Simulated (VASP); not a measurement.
# Ge (I4_1/amd) in VASP: a series of runs, part 2 of 2

VASP 6.6.1. Earlier steps stand in the parts before.

**4. Single point, LDA**

This run uses another cell than the first one, of 14.79 Å³/atom.

The input, INCAR:

```
SYSTEM = Ge
PREC     = Accurate       ! precision mode
ENCUT    = 520            ! plane-wave cutoff, eV
EDIFF    = 1E-6           ! SCF threshold, eV
ISMEAR   = -1             ! smearing method
SIGMA    = 0.05           ! smearing width, eV
LREAL    = .False.        ! projectors in reciprocal space
LASPH    = .True.         ! aspherical terms in the spheres
NELM     = 60             ! most SCF steps
ALGO     = Normal         ! electronic algorithm
ISIF     = 2              ! what is computed and relaxed
LWAVE    = .False.        ! write WAVECAR
LCHARG   = .False.        ! write CHGCAR
GGA      = CA             ! functional
NBANDS   = 21             ! bands
```

The input, KPOINTS:

```
regular mesh
0
Gamma
  16 16 16
  0 0 0
```

The input, POSCAR:

```
Ge
1.0
   -2.3912293551      2.3912293551      1.2930415891
    2.3912293551     -2.3912293551      1.2930415891
    2.3912293551      2.3912293551     -1.2930415891
Ge
2
Direct
   -0.3750000000     -0.1250000000     -0.2500000000
    0.3750000000      0.1250000000      0.2500000000
```

Potentials or basis: VASP PAW LDA potentials, release 64 (Ge_d).

Launch:

```sh
> cat potpaw_LDA.64/Ge_d/POTCAR > POTCAR
> mpirun -np 1 vasp_std > vasp.out
```

OUTCAR:

```text
SYSTEM = Ge
   PREC = Accurate
   ENCUT = 520
   EDIFF = 1E-6
   ISMEAR = -1
   LREAL = .False.
   LASPH = .True.
   NELM = 60
   ISIF = 2
   GGA = CA

 ion  position               nearest neighbor table
   1  0.625  0.875  0.750-   2 2.48   2 2.48   2 2.48   2 2.48
   2  0.375  0.125  0.250-   1 2.48   1 2.48   1 2.48   1 2.48

  LATTYP: Found a body centered tetragonal cell.
 ALAT       =     4.7824587102
 C/A-ratio  =     0.5407434408

  Lattice vectors:

 A1 = (  -2.3912293551,   2.3912293551,   1.2930415891)
 A2 = (   2.3912293551,  -2.3912293551,   1.2930415891)
 A3 = (   2.3912293551,   2.3912293551,  -1.2930415891)

Analysis of symmetry for initial positions (statically):
=====================================================================
 Subroutine PRICEL returns:
 Original cell was already a primitive cell.

 Routine SETGRP: Setting up the symmetry group for a
 body centered tetragonal supercell.

 Subroutine GETGRP returns: Found 16 space group operations
 (whereof  4 operations were pure point group operations)
 out of a pool of 16 trial point group operations.

The static configuration has the point symmetry C_2h.
 The point group associated with its full space group is D_4h.

Analysis of symmetry for dynamics (positions and initial velocities):
=====================================================================
 Subroutine PRICEL returns:
 Original cell was already a primitive cell.

 Routine SETGRP: Setting up the symmetry group for a
 body centered tetragonal supercell.

 Subroutine GETGRP returns: Found 16 space group operations
 (whereof  4 operations were pure point group operations)
 out of a pool of 16 trial point group operations.

The dynamic configuration has the point symmetry C_2h.
[... 105 lines left out ...]
   NFREE  =      0    steps in history (QN), initial steepest desc. (CG)
   ISIF   =      2    stress and relaxation
   ISYM   =      2    0-nonsym 1-usesym 2-fastsym
   POTIM  = 0.5000    time-step for ionic-motion
   TEBEG  =    0.0;   TEEND  =   0.0 temperature during run
   PSTRESS=    0.0 pullay stress
   NELECT =      28.0000    total number of electrons
   NUPDOWN=      -1.0000    fix difference up-down
   EMIN   =  10.00;   EMAX   =-10.00  energy-range for DOS
   EFERMI =   0.00;   METHOD = LEGACY
   ISMEAR =    -1;   SIGMA  =   0.05  broadening in eV -4-tet -1-fermi 0-gaus
   EFERMI_NEDOS =   21; number of points for ismear=-14 and -15
   IALGO  =     38    algorithm
   IMIX   =      4    mixing-type and parameters
     AMIX     =   0.40;   BMIX     =  1.00
     AMIX_MAG =   1.60;   BMIX_MAG =  1.00
  volume/ion in A,a.u.               =      14.79        99.79
  Fermi-wavevector in a.u.,A,eV,Ry     =   1.607518  3.037769 35.159009  2.584114
  Thomas-Fermi vector in A             =   2.703534
   LORBIT       =      0    0 simple, 1 ext, 2 COOP (PROOUT), +10 PAW based schemes
   GGA     = CA    functional components
   LHFCALC =     F    Hartree Fock is set to
   AEXX    =    0.0000 exact exchange contribution
   IVDW    =     0    specifies the selected vdW correction
   LEPSILON=     F    determine dielectric tensor
   LRPA    =     F    only Hartree local field effects (RPA)
 non-spin polarized calculation
  energy-cutoff  :      520.00
  volume of cell :       29.57
 maximum number of plane-waves:       810
   NGX = 13   NGY = 13   NGZ = 13

 number of electron      28.0000016 magnetization

 Free energy of the ion-electron system (eV)
  ---------------------------------------------------
  ext. energy  EPLUGINS =         0.00000000
  ---------------------------------------------------
  free energy    TOTEN  =        -9.61523278 eV

  energy without entropy =       -9.60999686  energy(sigma->0) =       -9.61261482

 E-fermi :   9.3484     XC(G=0): -12.8071

 val. band max:        9.3431971073   @ k =  -0.3750  -0.4375   0.3750
 cond. band min:       9.3812586076   @ k =   0.4375   0.1875  -0.0000
 fundamental gap:      0.0380615003
 Fermi energy:         9.3483914416

 k-point     1 :       0.0000    0.0000    0.0000
  band No.  band energies     occupation
      1     -15.8733      2.00000
      2     -15.7842      2.00000
      3     -15.7550      2.00000
      4     -15.7382      2.00000
      5     -15.5237      2.00000
      6     -15.5237      2.00000
[... 565 lines left out ...]
     20      22.6019      0.00000
     21      23.2613      0.00000

 [... further k-points ...]
[... 5 lines left out ...]
  --------------------------------------------------------------------------------------
  -------------------------------------------------------------------------------------
  Total        4.6582018      4.6582018      4.6566489     -0.0000000     -0.0000000     -0.0000000
  in kB      252.3561720    252.3561720    252.2720411     -0.0000000     -0.0000000     -0.0000000
  external PRESSURE =     252.3281283 kB  Pullay stress =       0.0000000 kB

 VOLUME and BASIS-vectors are now :
 -----------------------------------------------------------------------------
  energy-cutoff  :      520.00
  volume of cell :       29.57
      direct lattice vectors                 reciprocal lattice vectors
    -2.391229355  2.391229355  1.293041589     0.000000000  0.209097467  0.386685165
     2.391229355 -2.391229355  1.293041589     0.209097467  0.000000000  0.386685165
     2.391229355  2.391229355 -1.293041589     0.209097467  0.209097467  0.000000000

 POSITION                                       TOTAL-FORCE (eV/Angst)
 -----------------------------------------------------------------------------------
      2.39123      1.19561      0.96978        -0.000000     -0.000000     -0.000000
      0.00000      1.19561      0.32326         0.000000      0.000000      0.000000
 -----------------------------------------------------------------------------------
    total drift:                                0.000000      0.000000     -0.000000

  FREE ENERGIE OF THE ION-ELECTRON SYSTEM (eV)
  ---------------------------------------------------
  free  energy   TOTEN  =        -9.6152327782 eV

  energy  without entropy=       -9.6099968593  energy(sigma->0) =       -9.61261482
```

OSZICAR:

```text
N       E                     dE             d eps       ncg     rms          rms(c)
DAV:   1     0.165367801667E+03    0.16537E+03   -0.13800E+04 17461   0.397E+03
DAV:   2     0.107533619491E+02   -0.15461E+03   -0.14941E+03 14778   0.575E+02
DAV:   3    -0.922593626461E+01   -0.19979E+02   -0.19791E+02 16302   0.126E+02
DAV:   4    -0.969206741435E+01   -0.46613E+00   -0.46573E+00 16614   0.224E+01
DAV:   5    -0.969787526977E+01   -0.58079E-02   -0.58077E-02 16390   0.258E+00    0.326E+00
DAV:   6    -0.964358511267E+01    0.54290E-01   -0.20749E-02 20045   0.263E+00    0.181E+00
DAV:   7    -0.961570545076E+01    0.27880E-01   -0.16805E-02 19925   0.187E+00    0.126E-01
DAV:   8    -0.961523155652E+01    0.47389E-03   -0.20737E-03 19420   0.858E-01    0.580E-02
DAV:   9    -0.961523318109E+01   -0.16246E-05   -0.51142E-05 18920   0.970E-02    0.100E-02
DAV:  10    -0.961523277822E+01    0.40287E-06   -0.28919E-06 14652   0.267E-02
   1 F= -.96152328E+01 E0= -.96126148E+01  d E =-.523592E-02
```

stdout:

```text
POSCAR found type information on POSCAR Ge
 POSCAR found :  1 types and       2 ions
 scaLAPACK will be used
 LDA part: xc-table for (Slater(with rela. corr.)+CA(PZ))
 , standard interpolation
 POSCAR, INCAR and KPOINTS ok, starting setup
 FFT: planning ... GRIDC
 FFT: planning ... GRID_SOFT
 FFT: planning ... GRID
 WAVECAR not read
 entering main loop
```

It took 3.3 min on 1 thread of Intel Xeon 8259CL, shared host; peak memory 0.27 GiB.

What came out:

- Free energy: -9.6152 eV
- Pressure: 25.2 GPa
- Band gap on the k mesh: zero (bands 14 and 15 overlap by 6.76 eV)

Caveat: the cell stands under pressure.
